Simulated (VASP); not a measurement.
# Nb3Si2O (P-6m2) in VASP: further runs

The runs below take Nb3Si2O through relaxation of cell and atoms, single point, with PBE.

Program: VASP 6.6.1. These are calculated values, not measurements. Logs are shortened: lines on timing, memory, paths and dates and some standing lists are left out, and cuts for length are marked.

**1. The cell of the first run**

The structure is hexagonal, space group P-6m2 (No. 187). Conventional cell: a = 3.922 Å, b = 3.922 Å, c = 7.448 Å, α = 90.00°, β = 90.00°, γ = 120.00°. Within 2.8 Å of Nb (site symmetry -6m2) lie 2 Nb at 2.14 Å and 6 Si at 2.44 Å. Within 2.2 Å of Nb (site symmetry 3m) lie 1 O at 1.58 Å and 1 Nb at 2.14 Å. Si (site symmetry 3m) has 1 Si at 1.80 Å and 6 Nb at 2.44 to 2.58 Å within 2.6 Å. O (site symmetry -6m2) has 2 Nb at 1.58 Å within 2.1 Å.

The cell was built from a structure type or drawn by symmetry, and may not be a known phase.

**2. Relaxation of cell and atoms, PBE**

Contents of INCAR:

```
PREC = Accurate
ENCUT = 600
EDIFF = 1E-6
ISMEAR = 0
SIGMA = 0.2
LREAL = False
LASPH = True
NELM = 100
ALGO = Normal
ISIF = 3
LWAVE = False
LCHARG = False
GGA = PE
IBRION = 2
NSW = 36
EDIFFG = -0.08
```

Contents of KPOINTS:

```
Automatic mesh
0
Gamma
  5 5 2
```

Contents of POSCAR:

```
Nb3Si2O
1.0
    3.9218619600      0.0000000000      0.0000000000
   -1.9609309800      3.3964320900      0.0000000000
    0.0000000000      0.0000000000      7.4478973700
Nb Si O
3 2 1
Direct
    0.0000000000      0.0000000000      0.5000000000
    0.0000000000      0.0000000000      0.2122782900
    0.0000000000      0.0000000000      0.7877217100
    0.3333333300      0.6666666700      0.3790091200
    0.3333333300      0.6666666700      0.6209908800
    0.0000000000      0.0000000000      0.0000000000
```

Potentials or basis: VASP PAW PBE potentials, release 64 (Nb_sv, Si, O).

Launch:

```bash
$ cat potpaw_PBE.64/Nb_sv/POTCAR potpaw_PBE.64/Si/POTCAR potpaw_PBE.64/O/POTCAR > POTCAR
$ mpirun -np 1 vasp_std > vasp.out
```

OUTCAR:

```text
PREC = Accurate
   ENCUT = 600
   EDIFF = 1E-6
   ISMEAR = 0
   LREAL = False
   LASPH = True
   NELM = 100
   ISIF = 3
   GGA = PE
   IBRION = 2
   NSW = 36
   EDIFFG = -0.08

 ion  position               nearest neighbor table
   1  0.000  0.000  0.500-   2 2.14   3 2.14   4 2.44   5 2.44   4 2.44   5 2.44   4 2.44   5 2.44

   2  0.000  0.000  0.212-   6 1.58   1 2.14   4 2.58   4 2.58   4 2.58
   3  0.000  0.000  0.788-   6 1.58   1 2.14   5 2.58   5 2.58   5 2.58
   4  0.333  0.667  0.379-   5 1.80   1 2.44   1 2.44   1 2.44   2 2.58   2 2.58   2 2.58
   5  0.333  0.667  0.621-   4 1.80   1 2.44   1 2.44   1 2.44   3 2.58   3 2.58   3 2.58
   6  0.000  0.000  0.000-   2 1.58   3 1.58

  LATTYP: Found a hexagonal cell.
 ALAT       =     3.9218619600
 C/A-ratio  =     1.8990717792

  Lattice vectors:

 A1 = (   3.9218619600,   0.0000000000,   0.0000000000)
 A2 = (  -1.9609309800,   3.3964320900,   0.0000000000)
 A3 = (   0.0000000000,   0.0000000000,   7.4478973700)

Analysis of symmetry for initial positions (statically):
=====================================================================
 Subroutine PRICEL returns:
 Original cell was already a primitive cell.

 Routine SETGRP: Setting up the symmetry group for a
 hexagonal supercell.

 Subroutine GETGRP returns: Found 12 space group operations
 (whereof 12 operations were pure point group operations)
 out of a pool of 24 trial point group operations.

The static configuration has the point symmetry D_3h.

Analysis of symmetry for dynamics (positions and initial velocities):
=====================================================================
 Subroutine PRICEL returns:
 Original cell was already a primitive cell.

 Routine SETGRP: Setting up the symmetry group for a
 hexagonal supercell.

 Subroutine GETGRP returns: Found 12 space group operations
 (whereof 12 operations were pure point group operations)
 out of a pool of 24 trial point group operations.

The dynamic configuration has the point symmetry D_3h.

 Subroutine INISYM returns: Found 12 space group operations
 (whereof 12 operations are pure point group operations),
 and found     1 'primitive' translations

----------------------------------------------------------------------------------------

                                     Primitive cell

  volume of cell :      99.2085

  direct lattice vectors                    reciprocal lattice vectors
     3.921861960  0.000000000  0.000000000     0.254980927  0.147213307  0.000000000
    -1.960930980  3.396432090  0.000000000     0.000000000  0.294426614  0.000000000
     0.000000000  0.000000000  7.447897370     0.000000000  0.000000000  0.134266082

  length of vectors
     3.921861960  3.921861962  7.447897370     0.294426614  0.294426614  0.134266082

  position of ions in fractional coordinates (direct lattice)
     0.000000000  0.000000000  0.500000000
     0.000000000  0.000000000  0.212278290
     0.000000000  0.000000000  0.787721710
     0.333333330  0.666666670  0.379009120
     0.333333330  0.666666670  0.620990880
     0.000000000  0.000000000  0.000000000

  ion indices of the primitive-cell ions
   primitive index   ion index
                 1           1
                 2           2
                 3           3
                 4           4
                 5           5
                 6           6

----------------------------------------------------------------------------------------

 KPOINTS: Automatic mesh

Automatic generation of k-mesh.
 Grid dimensions read from file:
 generate k-points for:    5    5    2

 Generating k-lattice:

  Cartesian coordinates                     Fractional coordinates (reciprocal lattice)
     0.050996185  0.029442661  0.000000000     0.200000000 -0.000000000  0.000000000
     0.000000000  0.058885323  0.000000000     0.000000000  0.200000000  0.000000000
     0.000000000  0.000000000  0.067133041     0.000000000  0.000000000  0.500000000

  Length of vectors
     0.058885323  0.058885323  0.067133041

  Shift w.r.t. Gamma in fractional coordinates (k-lattice)
     0.000000000  0.000000000  0.000000000

 Subroutine IBZKPT returns following result:
 ===========================================

 Found     10 irreducible k-points:

 Following reciprocal coordinates:
            Coordinates               Weight
  0.000000  0.000000  0.000000      1.000000
  0.200000  0.000000  0.000000      6.000000
  0.400000  0.000000  0.000000      6.000000
  0.200000  0.200000  0.000000      6.000000
  0.400000  0.200000  0.000000      6.000000
  0.000000  0.000000  0.500000      1.000000
  0.200000  0.000000  0.500000      6.000000
  0.400000  0.000000  0.500000      6.000000
  0.200000  0.200000  0.500000      6.000000
  0.400000  0.200000  0.500000      6.000000
   k-points           NKPTS =     10   k-points in BZ     NKDIM =     10   number of bands    NBANDS=     31
   number of dos      NEDOS =    301   number of ions     NIONS =      6
   total plane-waves  NPLWV =  61440
   dimension x,y,z NGX =    32 NGY =   32 NGZ =   60
   dimension x,y,z NGXF=    64 NGYF=   64 NGZF=  120
   ions per type =               3   2   1
   NGX,Y,Z   is equivalent  to a cutoff of  13.56, 13.56, 13.39 a.u.
   NGXF,Y,Z  is equivalent  to a cutoff of  27.13, 27.13, 26.79 a.u.
 SYSTEM =  unknown system
   PREC   = accura    normal or accurate (medium, high low for compatibility)
   ISTART =      0    job   : 0-new  1-cont  2-samecut
   ICHARG =      2    charge: 1-file 2-atom 10-const
   ISPIN  =      1    spin polarized calculation?
   LNONCOLLINEAR =      F non collinear calculations
   LSORBIT =      F    spin-orbit coupling
   LASPH  =      T    aspherical Exc in radial PAW
   ENCUT  =  600.0 eV  44.10 Ry    6.64 a.u.   7.83  7.83 14.88*2*pi/ulx,y,z
   NELM   =    100;   NELMIN=  2; NELMDL= -5     # of ELM steps
   EDIFF  = 0.1E-05   stopping-criterion for ELM
   LREAL  =      F    real-space projection
   EDIFFG = -.8E-01   stopping-criterion for IOM
   NSW    =     36    number of steps for IOM
   IBRION =      2    ionic relax: 0-MD 1-quasi-New 2-CG
   NFREE  =      1    steps in history (QN), initial steepest desc. (CG)
   ISIF   =      3    stress and relaxation
   ISYM   =      2    0-nonsym 1-usesym 2-fastsym
   POTIM  = 0.5000    time-step for ionic-motion
   TEBEG  =    0.0;   TEEND  =   0.0 temperature during run
   PSTRESS=    0.0 pullay stress
   NELECT =      53.0000    total number of electrons
   NUPDOWN=      -1.0000    fix difference up-down
   EMIN   =  10.00;   EMAX   =-10.00  energy-range for DOS
   EFERMI =   0.00;   METHOD = LEGACY
   ISMEAR =     0;   SIGMA  =   0.20  broadening in eV -4-tet -1-fermi 0-gaus
   EFERMI_NEDOS =   21; number of points for ismear=-14 and -15
   IALGO  =     38    algorithm
   IMIX   =      4    mixing-type and parameters
     AMIX     =   0.40;   BMIX     =  1.00
     AMIX_MAG =   1.60;   BMIX_MAG =  1.00
  volume/ion in A,a.u.               =      16.53       111.58
  Fermi-wavevector in a.u.,A,eV,Ry     =   1.328364  2.510244 24.008178  1.764551
  Thomas-Fermi vector in A             =   2.457607
   LORBIT       =      0    0 simple, 1 ext, 2 COOP (PROOUT), +10 PAW based schemes
   GGA     = PE    functional components
   LHFCALC =     F    Hartree Fock is set to
   AEXX    =    0.0000 exact exchange contribution
   IVDW    =     0    specifies the selected vdW correction
   LEPSILON=     F    determine dielectric tensor
   LRPA    =     F    only Hartree local field effects (RPA)
 conjugate gradient relaxation of ions
 non-spin polarized calculation
 Gauss-broadening in eV      SIGMA  =   0.20
  energy-cutoff  :      600.00
  volume of cell :       99.21
 maximum number of plane-waves:      3328
 NGX is ok and might be reduce to    32
   NGX = 15   NGY = 15   NGZ = 29

--------------------------------------- Ionic step        1  -------------------------------------------

 number of electron      52.9999996 magnetization

 Free energy of the ion-electron system (eV)
  ---------------------------------------------------
  ext. energy  EPLUGINS =         0.00000000
  ---------------------------------------------------
  free energy    TOTEN  =       -35.02798778 eV

  energy without entropy =      -34.96828616  energy(sigma->0) =      -34.99813697

------------------------ aborting loop because EDIFF is reached ----------------------------------------

  FORCE on cell =-STRESS in cart. coord.  units (eV):
  Direction    XX          YY          ZZ          XY          YZ          ZX
  --------------------------------------------------------------------------------------
  -------------------------------------------------------------------------------------
  Total       12.3716803     12.3716804    120.3706019      0.0000000      0.0000000     -0.0000000
  in kB      199.7976382    199.7976385   1943.9365786      0.0000000      0.0000000     -0.0000000
  external PRESSURE =     781.1772851 kB  Pullay stress =       0.0000000 kB
[... 101 lines left out ...]
  FREE ENERGIE OF THE ION-ELECTRON SYSTEM (eV)
  ---------------------------------------------------
  free  energy   TOTEN  =       -34.1582036528 eV

  energy  without entropy=      -33.8774773223  energy(sigma->0) =      -34.01784049

 E-fermi :   4.0742     XC(G=0):  -8.8786

 val. band max:        4.0203193613   @ k =   0.0000   0.0000   0.0000
 cond. band min:       4.0920762126   @ k =   0.2000   0.0000   0.5000
 fundamental gap:      0.0717568513
 Fermi energy:         4.0742087728

 k-point     1 :       0.0000    0.0000    0.0000
  band No.  band energies     occupation
      1     -51.6929      2.00000
      2     -51.6903      2.00000
      3     -51.3493      2.00000
      4     -27.7990      2.00000
      5     -27.7350      2.00000
      6     -27.6833      2.00000
[... 329 lines left out ...]
     30       4.8212      0.00000
     31       5.2010      0.00000

 E-fermi :   6.0468     XC(G=0):  -9.7432

 val. band max:        6.0128147548   @ k =   0.4000   0.2000   0.0000
 cond. band min:       6.0739362391   @ k =   0.4000   0.2000   0.5000
 fundamental gap:      0.0611214843
 Fermi energy:         6.0467727121

 k-point     1 :       0.0000    0.0000    0.0000
  band No.  band energies     occupation
      1     -49.4083      2.00000
      2     -49.3943      2.00000
      3     -48.9044      2.00000
      4     -25.9444      2.00000
      5     -25.8508      2.00000
      6     -25.4188      2.00000
[... 329 lines left out ...]
     30       7.2236      0.00000
     31       7.4189      0.00000

[... ionic steps 4 to 28 ...]

--------------------------------------- Ionic step       29  -------------------------------------------

 number of electron      53.0000010 magnetization

------------------------ aborting loop because EDIFF is reached ----------------------------------------
[... 75 lines left out ...]
--------------------------------------- Ionic step       31  -------------------------------------------

 number of electron      53.0000009 magnetization

 Free energy of the ion-electron system (eV)
  ---------------------------------------------------
  ext. energy  EPLUGINS =         0.00000000
  ---------------------------------------------------
  free energy    TOTEN  =       -49.98667938 eV

  energy without entropy =      -49.87775446  energy(sigma->0) =      -49.93221692

 E-fermi :   9.8876     XC(G=0): -11.7080

 val. band max:        9.8714179366   @ k =   0.0000   0.0000   0.5000
 cond. band min:       9.8904126288   @ k =   0.4000   0.0000   0.5000
 fundamental gap:      0.0189946921
 Fermi energy:         9.8875973508

 k-point     1 :       0.0000    0.0000    0.0000
  band No.  band energies     occupation
      1     -45.2957      2.00000
      2     -45.2925      2.00000
      3     -44.7125      2.00000
      4     -21.8873      2.00000
      5     -21.6974      2.00000
      6     -20.9649      2.00000
[... 362 lines left out ...]
  FREE ENERGIE OF THE ION-ELECTRON SYSTEM (eV)
  ---------------------------------------------------
  free  energy   TOTEN  =       -49.9866793809 eV

  energy  without entropy=      -49.8777544600  energy(sigma->0) =      -49.93221692

 reached required accuracy - stopping structural energy minimisation
```

Wall time 14 min (1 thread of Intel Xeon 6975P-C (Granite Rapids), shared host); peak memory 0.27 GiB.

What came out:

```yaml
Free_energy: -49.9867 eV
Relaxed_volume: 15.68 Å³/atom
Relaxed_cell: a = 3.024 Å, b = 3.024 Å, c = 11.875 Å, α = 90.00°, β = 90.00°, γ = 120.00°
Space_group_after_relaxing_to_0.1_Å: P-6m2 (No. 187)
Pressure_after_relaxing: 0.2 GPa
Largest_force_after_relaxing: 0.027 eV/Å
Band_gap_on_the_k_mesh: zero (an odd number of electrons rules out a gap without spin polarisation)
```

Forces in eV/Å, atoms in the order of the input:
```
Nb   0.000  0.000  0.000
Nb   0.000  0.000 -0.027
Nb   0.000  0.000  0.027
Si   0.000  0.000 -0.018
Si   0.000  0.000  0.018
O    0.000  0.000  0.000
```

Final structure:
```cif
data_structure
_symmetry_space_group_name_H-M 'P 1'
_symmetry_Int_Tables_number 1
_cell_length_a 3.0242
_cell_length_b 3.0242
_cell_length_c 11.8752
_cell_angle_alpha 90.000
_cell_angle_beta 90.000
_cell_angle_gamma 120.000
_cell_volume 94.05
loop_
_atom_site_label
_atom_site_type_symbol
_atom_site_fract_x
_atom_site_fract_y
_atom_site_fract_z
_atom_site_occupancy
Nb1 Nb 0.00000 0.00000 0.50000 1
Nb2 Nb 0.00000 0.00000 0.15897 1
Nb3 Nb 0.00000 0.00000 0.84103 1
Si1 Si 0.33333 0.66667 0.33407 1
Si2 Si 0.33333 0.66667 0.66593 1
O1 O 0.00000 0.00000 0.00000 1
```

Caveat: the k points lie up to 0.48 Å⁻¹ apart in the final cell, too coarse for converged energies and pressures of a metal; a cell axis changed by over 15 % at a fixed basis, so the end point is rough; an odd number of electrons without spin polarisation forces a metal; a magnetic or distorted state may lie lower.

(Continued in part 2 of 2.)
